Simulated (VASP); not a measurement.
HfSbH5: relaxation of cell and atoms with PBE

The system is HfSbH5.

```
CELL_PARAMETERS angstrom
2.51202 1.45032 2.99939
-2.51202 1.45032 2.99939
0.00000 -2.90064 2.99939
ATOMIC_POSITIONS crystal
Hf 0.00000 0.00000 0.00000
Sb 0.50000 0.50000 0.50000
H 0.78708 0.78708 0.78708
H 0.21292 0.21292 0.21292
H 0.00000 0.00000 0.50000
H 0.50000 0.00000 0.00000
H 0.00000 0.50000 0.00000
```

- Program: VASP 6.6.1
- Task: relaxation of cell and atoms
- Functional: PBE
- Potentials or basis: VASP PAW PBE potentials, release 64 (Hf_pv, Sb, H)
- Cutoff: 600 eV
- k mesh: 12 × 12 × 12
- Occupations: gaussian, width 0.1 eV
- Spin: no spin polarisation
- Dipole correction: no
- Further INCAR settings: ALGO = Normal; EDIFF = 1e-06; IBRION = 2; EDIFFG = -0.01; NSW = 100; ISIF = 3

- Relaxed volume: 9.26 Å³/atom
- Relaxed cell: a = 4.142 Å, b = 4.142 Å, c = 4.142 Å, α = 74.90°, β = 74.90°, γ = 74.90°
- Space group after relaxing (to 0.05 Å): R-3m (No. 166)
- Energy gained by relaxing: 0.7 meV/atom
- Ionic steps: 10
- Pressure after relaxing: -0.1 GPa
- Largest force after relaxing: 0.007 eV/Å
- Band gap on the k mesh: zero (band 10 reaches 6.24 eV, above the bottom of band 11 at 3.27 eV)

Forces in eV/Å, atoms in the order of the input:
```
Hf   0.000  0.000  0.000
Sb   0.000  0.000  0.000
H    0.000  0.000  0.007
H    0.000  0.000 -0.007
H    0.000  0.000  0.000
H    0.000  0.000  0.000
H    0.000  0.000  0.000
```

Stress tensor (GPa, compression positive):
```
-0.09  0.00  0.00
 0.00 -0.09  0.00
 0.00  0.00 -0.17
```

The path:
```
step  energy change (eV)  largest force (eV/Å)  pressure (GPa)  volume (Å³)
   1              0.0000                0.0547           -0.73        65.56
   2             -0.0015                0.0651           -0.21        65.16
   3             -0.0018                0.0722            0.15        64.89
   4             -0.0023                0.0445            0.10        64.86
   5             -0.0026                0.0030            0.03        64.81
   6             -0.0031                0.0039            0.02        64.81
   7             -0.0042                0.0086            0.01        64.79
   8             -0.0045                0.0253            0.03        64.74
   9             -0.0046                0.0194            0.03        64.76
  10             -0.0047                0.0071           -0.11        64.79
```

Final structure:
```
Hf Sb H
1.0
     2.51847    1.45404    2.94894
    -2.51847    1.45404    2.94894
     0.00000   -2.90808    2.94894
Hf Sb H
1 1 5
Direct
  0.00000 0.00000 0.00000
  0.50000 0.50000 0.50000
  0.78105 0.78105 0.78105
  0.21895 0.21895 0.21895
  0.00000 0.00000 0.50000
  0.50000 0.00000 0.00000
  0.00000 0.50000 0.00000
```

Levels at points of the mesh, in eV from the Fermi level:
| k point | band 6 | band 7 | band 8 | band 9 | band 10 | band 11 | band 12 | band 13 | band 14 |
| --- | --- | --- | --- | --- | --- | --- | --- | --- | --- |
| (0.00, 0.00, 0.00) | -5.22 | -5.15 | -3.43 | -0.83 | -0.83 | 1.23 | 1.23 | 2.02 | 2.16 |
| (0.50, 0.00, 0.00) | -5.51 | -4.27 | -1.80 | -1.10 | -0.98 | 0.73 | 1.49 | 3.87 | 3.88 |
| (0.50, 0.50, 0.00) | -7.53 | -4.98 | -1.46 | -1.41 | 0.62 | 1.06 | 1.39 | 1.86 | 2.13 |
| (0.50, 0.50, 0.50) | -6.20 | -3.43 | -3.43 | -3.42 | -3.42 | -2.26 | 1.99 | 1.99 | 5.17 |

Wall time 13 min on 1 thread of Oxide Virtual Turin-like Processor, on a shared host, peak memory 0.39 GiB.

Caveat: spin-orbit coupling is left out, which moves the levels of the heavy elements.
